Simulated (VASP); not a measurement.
# AlRu (Pm-3m) in VASP: further runs

AlRu is run at these levels: PBEsol; tasks: single point.

Everything below comes from runs of VASP 6.6.1. Logs are shortened: lines on timing, memory, paths and dates and some standing lists are left out, and cuts for length are marked.

### 1 The cell of the first run

The structure is cubic, space group Pm-3m (No. 221). The conventional cell has a = 2.976 Å, b = 2.976 Å, c = 2.976 Å, α = 90.00°, β = 90.00°, γ = 90.00°. Al (site symmetry m-3m) has 8 Ru at 2.58 Å and 6 Al at 2.98 Å within 3.4 Å. Within 3.4 Å of Ru (site symmetry m-3m) lie 8 Al at 2.58 Å and 6 Ru at 2.98 Å.

### 2 Single point, PBEsol

INCAR

```
SYSTEM = AlRu
ALGO = Normal
EDIFF = 1E-6
ENCUT = 520
GGA = PS
ISIF = 2
ISMEAR = 0
LASPH = .TRUE.
LCHARG = .FALSE.
LREAL = .FALSE.
LWAVE = .FALSE.
NBANDS = 16
NELM = 100
PREC = Accurate
SIGMA = 0.1
```

KPOINTS

```
k-points
0
G
  14 14 14
  0 0 0
```

POSCAR

```
AlRu
1.0
    2.9764078229      0.0000000000      0.0000000000
    0.0000000000      2.9764078229      0.0000000000
    0.0000000000      0.0000000000      2.9764078229
Al Ru
1 1
Direct
    0.0000000000      0.0000000000      0.0000000000
    0.5000000000      0.5000000000      0.5000000000
```

Potentials or basis: VASP PAW PBE potentials, release 64 (Al, Ru_pv).

On the command line:

```
> cat potpaw_PBE.64/Al/POTCAR potpaw_PBE.64/Ru_pv/POTCAR > POTCAR
> mpirun -np 1 vasp_std > vasp.out
```

OUTCAR:

```text
SYSTEM = AlRu
   EDIFF = 1E-6
   ENCUT = 520
   GGA = PS
   ISIF = 2
   ISMEAR = 0
   LASPH = .TRUE.
   LREAL = .FALSE.
   NELM = 100
   PREC = Accurate

 ion  position               nearest neighbor table
   1  0.000  0.000  0.000-   2 2.58   2 2.58   2 2.58   2 2.58   2 2.58   2 2.58   2 2.58   2 2.58

   2  0.500  0.500  0.500-   1 2.58   1 2.58   1 2.58   1 2.58   1 2.58   1 2.58   1 2.58   1 2.58

  LATTYP: Found a simple cubic cell.
 ALAT       =     2.9764078229

  Lattice vectors:

 A1 = (   2.9764078229,   0.0000000000,   0.0000000000)
 A2 = (   0.0000000000,   2.9764078229,   0.0000000000)
 A3 = (   0.0000000000,   0.0000000000,   2.9764078229)

Analysis of symmetry for initial positions (statically):
=====================================================================
 Subroutine PRICEL returns:
 Original cell was already a primitive cell.

 Routine SETGRP: Setting up the symmetry group for a
 simple cubic supercell.

 Subroutine GETGRP returns: Found 48 space group operations
 (whereof 48 operations were pure point group operations)
 out of a pool of 48 trial point group operations.

The static configuration has the point symmetry O_h .

Analysis of symmetry for dynamics (positions and initial velocities):
=====================================================================
 Subroutine PRICEL returns:
 Original cell was already a primitive cell.

 Routine SETGRP: Setting up the symmetry group for a
 simple cubic supercell.

 Subroutine GETGRP returns: Found 48 space group operations
 (whereof 48 operations were pure point group operations)
 out of a pool of 48 trial point group operations.

The dynamic configuration has the point symmetry O_h .

 Subroutine INISYM returns: Found 48 space group operations
 (whereof 48 operations are pure point group operations),
 and found     1 'primitive' translations

----------------------------------------------------------------------------------------

                                     Primitive cell

  volume of cell :      26.3680

  direct lattice vectors                    reciprocal lattice vectors
     2.976407823  0.000000000  0.000000000     0.335975464  0.000000000  0.000000000
     0.000000000  2.976407823  0.000000000     0.000000000  0.335975464  0.000000000
     0.000000000  0.000000000  2.976407823     0.000000000  0.000000000  0.335975464

  length of vectors
     2.976407823  2.976407823  2.976407823     0.335975464  0.335975464  0.335975464

  position of ions in fractional coordinates (direct lattice)
     0.000000000  0.000000000  0.000000000
     0.500000000  0.500000000  0.500000000

[... 73 lines left out ...]
   LASPH  =      T    aspherical Exc in radial PAW
   ENCUT  =  520.0 eV  38.22 Ry    6.18 a.u.   5.53  5.53  5.53*2*pi/ulx,y,z
   NELM   =    100;   NELMIN=  2; NELMDL= -5     # of ELM steps
   EDIFF  = 0.1E-05   stopping-criterion for ELM
   LREAL  =      F    real-space projection
   EDIFFG = 0.1E-04   stopping-criterion for IOM
   NSW    =      0    number of steps for IOM
   IBRION =     -1    ionic relax: 0-MD 1-quasi-New 2-CG
   NFREE  =      0    steps in history (QN), initial steepest desc. (CG)
   ISIF   =      2    stress and relaxation
   ISYM   =      2    0-nonsym 1-usesym 2-fastsym
   POTIM  = 0.5000    time-step for ionic-motion
   TEBEG  =    0.0;   TEEND  =   0.0 temperature during run
   PSTRESS=    0.0 pullay stress
   NELECT =      17.0000    total number of electrons
   NUPDOWN=      -1.0000    fix difference up-down
   EMIN   =  10.00;   EMAX   =-10.00  energy-range for DOS
   EFERMI =   0.00;   METHOD = LEGACY
   ISMEAR =     0;   SIGMA  =   0.10  broadening in eV -4-tet -1-fermi 0-gaus
   EFERMI_NEDOS =   21; number of points for ismear=-14 and -15
   IALGO  =     38    algorithm
   IMIX   =      4    mixing-type and parameters
     AMIX     =   0.40;   BMIX     =  1.00
     AMIX_MAG =   1.60;   BMIX_MAG =  1.00
  volume/ion in A,a.u.               =      13.18        88.97
  Fermi-wavevector in a.u.,A,eV,Ry     =   1.414269  2.672581 27.213787  2.000157
  Thomas-Fermi vector in A             =   2.535829
   LORBIT       =      0    0 simple, 1 ext, 2 COOP (PROOUT), +10 PAW based schemes
   GGA     = PS    functional components
   LHFCALC =     F    Hartree Fock is set to
   AEXX    =    0.0000 exact exchange contribution
   IVDW    =     0    specifies the selected vdW correction
   LEPSILON=     F    determine dielectric tensor
   LRPA    =     F    only Hartree local field effects (RPA)
 non-spin polarized calculation
 Gauss-broadening in eV      SIGMA  =   0.10
  energy-cutoff  :      520.00
  volume of cell :       26.37
 maximum number of plane-waves:       739
 NGX is ok and might be reduce to    24
   NGX = 11   NGY = 11   NGZ = 11

 number of electron      16.9999996 magnetization

 Free energy of the ion-electron system (eV)
  ---------------------------------------------------
  ext. energy  EPLUGINS =         0.00000000
  ---------------------------------------------------
  free energy    TOTEN  =       -15.51853299 eV

  energy without entropy =      -15.50925304  energy(sigma->0) =      -15.51389302

 E-fermi :  10.8118     XC(G=0): -12.7659

 val. band max:       10.8028860425   @ k =   0.5000   0.2857   0.1429
 cond. band min:      10.8229623979   @ k =   0.1429   0.0714   0.0714
 fundamental gap:      0.0200763554
 Fermi energy:        10.8118142737

 k-point     1 :       0.0000    0.0000    0.0000
  band No.  band energies     occupation
      1     -30.9009      2.00000
      2     -30.9009      2.00000
      3     -30.9009      2.00000
      4       1.0396      2.00000
      5       7.1401      2.00000
      6       7.1401      2.00000
[... 433 lines left out ...]
      3     -30.8779      2.00000
      4       3.9251      2.00000
      5       6.8136      2.00000
      6       8.1967      2.00000
[... 8 lines left out ...]
     15      23.5167      0.00000
     16      25.2816      0.00000

 [... further k-points ...]
[... 5 lines left out ...]
  --------------------------------------------------------------------------------------
  -------------------------------------------------------------------------------------
  Total        0.0078434      0.0078434      0.0078434     -0.0000000     -0.0000000      0.0000000
  in kB        0.4765821      0.4765821      0.4765821     -0.0000000     -0.0000000      0.0000000
  external PRESSURE =       0.4765821 kB  Pullay stress =       0.0000000 kB

 VOLUME and BASIS-vectors are now :
 -----------------------------------------------------------------------------
  energy-cutoff  :      520.00
  volume of cell :       26.37
      direct lattice vectors                 reciprocal lattice vectors
     2.976407823  0.000000000  0.000000000     0.335975464  0.000000000  0.000000000
     0.000000000  2.976407823  0.000000000     0.000000000  0.335975464  0.000000000
     0.000000000  0.000000000  2.976407823     0.000000000  0.000000000  0.335975464

 POSITION                                       TOTAL-FORCE (eV/Angst)
 -----------------------------------------------------------------------------------
      0.00000      0.00000      0.00000         0.000000      0.000000      0.000000
      1.48820      1.48820      1.48820         0.000000      0.000000      0.000000
 -----------------------------------------------------------------------------------
    total drift:                                0.000000     -0.000000     -0.000000

  FREE ENERGIE OF THE ION-ELECTRON SYSTEM (eV)
  ---------------------------------------------------
  free  energy   TOTEN  =       -15.5185329910 eV

  energy  without entropy=      -15.5092530448  energy(sigma->0) =      -15.51389302
```

Run time: 24 s. Hardware: 1 thread of Intel Xeon Platinum 8259CL at 2.50GHz (Skylake/Cascade Lake), shared host; peak memory 0.17 GiB.

What came out:

```
Free energy : -15.5185 eV
Pressure    : 0.0 GPa
```

Caveat: the PAW data sets were made with another functional, which shifts forces and pressure a little.

### 3 Single point, PBEsol

This run uses another cell than the first one, of 13.39 Å³/atom, 1.015 times its volume.

INCAR

```
ALGO = Normal ; EDIFF = 1E-6
ENCUT = 520 ; GGA = PS
ISIF = 2 ; ISMEAR = 0
LASPH = T ; LCHARG = T
LELF = T ; LREAL = F
LVHAR = T ; LWAVE = F
NBANDS = 16 ; NELM = 100
PREC = Accurate ; SIGMA = 0.1
```

KPOINTS

```
k-points
0
Gamma
  14 14 14
```

POSCAR

```
AlRu
1.0
    2.9916000000      0.0000000000      0.0000000000
    0.0000000000      2.9916000000      0.0000000000
    0.0000000000      0.0000000000      2.9916000000
Al Ru
1 1
Direct
    0.0000000000      0.0000000000      0.0000000000
    0.5000000000      0.5000000000      0.5000000000
```

Potentials or basis: VASP PAW PBE potentials, release 64 (Al, Ru_pv).

On the command line:

```
> cat potpaw_PBE.64/Al/POTCAR potpaw_PBE.64/Ru_pv/POTCAR > POTCAR
> mpirun -np 1 vasp_std > vasp.out
```

OUTCAR:

```text
EDIFF = 1E-6
   ENCUT = 520
   GGA = PS
   ISIF = 2
   ISMEAR = 0
   LASPH = T
   LREAL = F
   NELM = 100
   PREC = Accurate

 ion  position               nearest neighbor table
   1  0.000  0.000  0.000-   2 2.59   2 2.59   2 2.59   2 2.59   2 2.59   2 2.59   2 2.59   2 2.59

   2  0.500  0.500  0.500-   1 2.59   1 2.59   1 2.59   1 2.59   1 2.59   1 2.59   1 2.59   1 2.59

  LATTYP: Found a simple cubic cell.
 ALAT       =     2.9916000000

  Lattice vectors:

 A1 = (   2.9916000000,   0.0000000000,   0.0000000000)
 A2 = (   0.0000000000,   2.9916000000,   0.0000000000)
[... 626 lines left out ...]
      4       3.7685      2.00000
      5       6.6597      2.00000
      6       8.0337      2.00000
[... 8 lines left out ...]
     15      23.1436      0.00000
     16      24.9349      0.00000

 [... further k-points ...]
[... 5 lines left out ...]
  --------------------------------------------------------------------------------------
  -------------------------------------------------------------------------------------
  Total       -0.5358431     -0.5358431     -0.5358431     -0.0000000      0.0000000     -0.0000000
  in kB      -32.0654729    -32.0654729    -32.0654729     -0.0000000      0.0000000     -0.0000000
  external PRESSURE =     -32.0654729 kB  Pullay stress =       0.0000000 kB

 VOLUME and BASIS-vectors are now :
 -----------------------------------------------------------------------------
  energy-cutoff  :      520.00
  volume of cell :       26.77
      direct lattice vectors                 reciprocal lattice vectors
     2.991600000  0.000000000  0.000000000     0.334269287  0.000000000  0.000000000
     0.000000000  2.991600000  0.000000000     0.000000000  0.334269287  0.000000000
     0.000000000  0.000000000  2.991600000     0.000000000  0.000000000  0.334269287

 POSITION                                       TOTAL-FORCE (eV/Angst)
 -----------------------------------------------------------------------------------
      0.00000      0.00000      0.00000         0.000000      0.000000      0.000000
      1.49580      1.49580      1.49580         0.000000      0.000000      0.000000
 -----------------------------------------------------------------------------------
    total drift:                                0.000000     -0.000000     -0.000000

  FREE ENERGIE OF THE ION-ELECTRON SYSTEM (eV)
  ---------------------------------------------------
  free  energy   TOTEN  =       -15.5146662923 eV

  energy  without entropy=      -15.5051874370  energy(sigma->0) =      -15.50992686
```

Run time: 26 s. Hardware: 1 thread of Intel Xeon Platinum 8259CL at 2.50GHz (Skylake/Cascade Lake), shared host; peak memory 0.18 GiB.

What came out:

| Property | Result |
| --- | --- |
| Free energy | -15.5147 eV |
| Pressure | -3.2 GPa |

Levels at points of the mesh, in eV from the Fermi level:
```csv
k point,band 6,band 7,band 8,band 9,band 10,band 11,band 12,band 13
"(0.00, 0.00, 0.00)",-3.59,0.19,0.19,0.19,6.07,6.07,6.07,11.00
"(0.50, 0.00, 0.00)",-2.79,-1.60,-1.60,0.45,2.29,7.45,11.00,11.00
"(0.50, 0.50, 0.00)",-1.37,-1.37,-1.16,-1.16,1.53,5.28,6.28,10.60
"(0.50, 0.50, 0.50)",-4.63,1.63,1.63,2.60,4.10,4.10,4.10,8.58
```

Caveat: the PAW data sets were made with another functional, which shifts forces and pressure a little.

### 4 Single point, PBEsol (volume scaled by 1.03)

INCAR

```
ALGO     = Normal         # electronic algorithm
EDIFF    = 1E-6           # SCF threshold, eV
ENCUT    = 520            # plane-wave cutoff, eV
GGA      = PS             # functional
ISIF     = 2              # what is computed and relaxed
ISMEAR   = 0              # smearing method
LASPH    = True           # aspherical terms in the spheres
LCHARG   = False          # write CHGCAR
LREAL    = False          # projectors in reciprocal space
LWAVE    = False          # write WAVECAR
NBANDS   = 16             # bands
NELM     = 80             # most SCF steps
PREC     = Accurate       # precision mode
SIGMA    = 0.1            # smearing width, eV
```

KPOINTS is that of step 3.

POSCAR

```
AlRu
1.0
    3.0058791240      0.0000000000      0.0000000000
    0.0000000000      3.0058791240      0.0000000000
    0.0000000000      0.0000000000      3.0058791240
Al Ru
1 1
Direct
    0.0000000000      0.0000000000      0.0000000000
    0.5000000000      0.5000000000      0.5000000000
```

Potentials or basis: VASP PAW PBE potentials, release 64 (Al, Ru_pv).

On the command line:

```
> cat potpaw_PBE.64/Al/POTCAR potpaw_PBE.64/Ru_pv/POTCAR > POTCAR
> mpirun -np 1 vasp_std > vasp.out
```

OUTCAR:

```text
EDIFF = 1E-6
   ENCUT = 520
   GGA = PS
   ISIF = 2
   ISMEAR = 0
   LASPH = True
   LREAL = False
   NELM = 80
   PREC = Accurate

 ion  position               nearest neighbor table
   1  0.000  0.000  0.000-   2 2.60   2 2.60   2 2.60   2 2.60   2 2.60   2 2.60   2 2.60   2 2.60

   2  0.500  0.500  0.500-   1 2.60   1 2.60   1 2.60   1 2.60   1 2.60   1 2.60   1 2.60   1 2.60

  LATTYP: Found a simple cubic cell.
 ALAT       =     3.0058791240

  Lattice vectors:

 A1 = (   3.0058791240,   0.0000000000,   0.0000000000)
 A2 = (   0.0000000000,   3.0058791240,   0.0000000000)
 A3 = (   0.0000000000,   0.0000000000,   3.0058791240)

Analysis of symmetry for initial positions (statically):
=====================================================================
 Subroutine PRICEL returns:
 Original cell was already a primitive cell.

 Routine SETGRP: Setting up the symmetry group for a
 simple cubic supercell.

 Subroutine GETGRP returns: Found 48 space group operations
 (whereof 48 operations were pure point group operations)
 out of a pool of 48 trial point group operations.

The static configuration has the point symmetry O_h .

[... 155 lines left out ...]
  ext. energy  EPLUGINS =         0.00000000
  ---------------------------------------------------
  free energy    TOTEN  =       -15.50367012 eV

  energy without entropy =      -15.49400087  energy(sigma->0) =      -15.49883549

 E-fermi :  10.3954     XC(G=0): -12.6137

 val. band max:       10.3825223704   @ k =   0.0714   0.0714   0.0714
 cond. band min:      10.4051847067   @ k =   0.1429   0.0714   0.0714
 fundamental gap:      0.0226623363
 Fermi energy:        10.3954007027

 k-point     1 :       0.0000    0.0000    0.0000
  band No.  band energies     occupation
      1     -31.3099      2.00000
      2     -31.3099      2.00000
      3     -31.3099      2.00000
      4       0.7968      2.00000
      5       6.8845      2.00000
      6       6.8845      2.00000
[... 433 lines left out ...]
      3     -31.2895      2.00000
      4       3.6245      2.00000
      5       6.5177      2.00000
      6       7.8832      2.00000
[... 8 lines left out ...]
     15      22.7996      0.00000
     16      24.6139      0.00000

 [... further k-points ...]
[... 5 lines left out ...]
  --------------------------------------------------------------------------------------
  -------------------------------------------------------------------------------------
  Total       -1.0262073     -1.0262073     -1.0262073      0.0000000     -0.0000000      0.0000000
  in kB      -60.5384307    -60.5384307    -60.5384307      0.0000000     -0.0000000      0.0000000
  external PRESSURE =     -60.5384307 kB  Pullay stress =       0.0000000 kB

 VOLUME and BASIS-vectors are now :
 -----------------------------------------------------------------------------
  energy-cutoff  :      520.00
  volume of cell :       27.16
      direct lattice vectors                 reciprocal lattice vectors
     3.005879124  0.000000000  0.000000000     0.332681375  0.000000000  0.000000000
     0.000000000  3.005879124  0.000000000     0.000000000  0.332681375  0.000000000
     0.000000000  0.000000000  3.005879124     0.000000000  0.000000000  0.332681375

 POSITION                                       TOTAL-FORCE (eV/Angst)
 -----------------------------------------------------------------------------------
      0.00000      0.00000      0.00000         0.000000      0.000000      0.000000
      1.50294      1.50294      1.50294         0.000000      0.000000      0.000000
 -----------------------------------------------------------------------------------
    total drift:                                0.000000     -0.000000     -0.000000

  FREE ENERGIE OF THE ION-ELECTRON SYSTEM (eV)
  ---------------------------------------------------
  free  energy   TOTEN  =       -15.5036701155 eV

  energy  without entropy=      -15.4940008715  energy(sigma->0) =      -15.49883549
```

OSZICAR:

```text
N       E                     dE             d eps       ncg     rms          rms(c)
DAV:   1     0.113714336964E+03    0.11371E+03   -0.90684E+03  3912   0.984E+02
DAV:   2    -0.144135085063E+02   -0.12813E+03   -0.12199E+03  4472   0.292E+02
DAV:   3    -0.162826916408E+02   -0.18692E+01   -0.18632E+01  4864   0.366E+01
DAV:   4    -0.162968728750E+02   -0.14181E-01   -0.14158E-01  4784   0.332E+00
DAV:   5    -0.162971040116E+02   -0.23114E-03   -0.23021E-03  4736   0.405E-01    0.128E+01
DAV:   6    -0.156178131049E+02    0.67929E+00   -0.27243E+00  4256   0.177E+01    0.242E+00
DAV:   7    -0.155235654390E+02    0.94248E-01   -0.22754E-01  4136   0.538E+00    0.202E+00
DAV:   8    -0.155039880074E+02    0.19577E-01   -0.21845E-02  4560   0.109E+00    0.210E-01
DAV:   9    -0.155036875411E+02    0.30047E-03   -0.38275E-04  4760   0.153E-01    0.135E-01
DAV:  10    -0.155036716885E+02    0.15853E-04   -0.30626E-05  4312   0.588E-02    0.697E-03
DAV:  11    -0.155036705106E+02    0.11779E-05   -0.13937E-06  3864   0.130E-02    0.474E-03
DAV:  12    -0.155036701155E+02    0.39515E-06   -0.62670E-08  2336   0.281E-03
   1 F= -.15503670E+02 E0= -.15498835E+02  d E =-.966924E-02
```

stdout:

```text
POSCAR found type information on POSCAR AlRu
 POSCAR found :  2 types and       2 ions
 scaLAPACK will be used
 -----------------------------------------------------------------------------
|                                                                             |
|                                                                             |
|     You enforced a specific xc type in the INCAR file but a different       |
|     I HOPE YOU KNOW WHAT YOU ARE DOING!                                     |
|                                                                             |
 -----------------------------------------------------------------------------

 LDA part: xc-table for (Slater+PW92), standard interpolation
 POSCAR, INCAR and KPOINTS ok, starting setup
 FFT: planning ... GRIDC
 FFT: planning ... GRID_SOFT
 FFT: planning ... GRID
 WAVECAR not read
 entering main loop
```

It took 25 s on 1 thread of Intel Xeon Platinum 8259CL at 2.50GHz (Skylake/Cascade Lake), shared host; peak memory 0.17 GiB.

What came out:

- Free energy: -15.5037 eV
- Pressure: -6.1 GPa

Caveat: the cell differs from its parent crystal (volume scaled by 1.03); the PAW data sets were made with another functional, which shifts forces and pressure a little.

### 5 Summary

```csv
cell,gap on the mesh (eV),pressure (GPa)
"a = 2.976 Å, 2 atoms",none,0.0
"a = 2.992 Å, 2 atoms",none,-3.2
"a = 3.006 Å, 2 atoms",none,-6.1
```

Alike in all rows: task single point; level PBEsol; potentials or basis VASP PAW PBE potentials, release 64 (Al, Ru_pv); no spin polarisation; k mesh 14 × 14 × 14; cutoff (eV) 520; smearing gaussian 0.1 eV.

Caveats: the PAW data sets were made with another functional, which shifts forces and pressure a little.

Absolute energies hang on the potentials; compare differences alone.
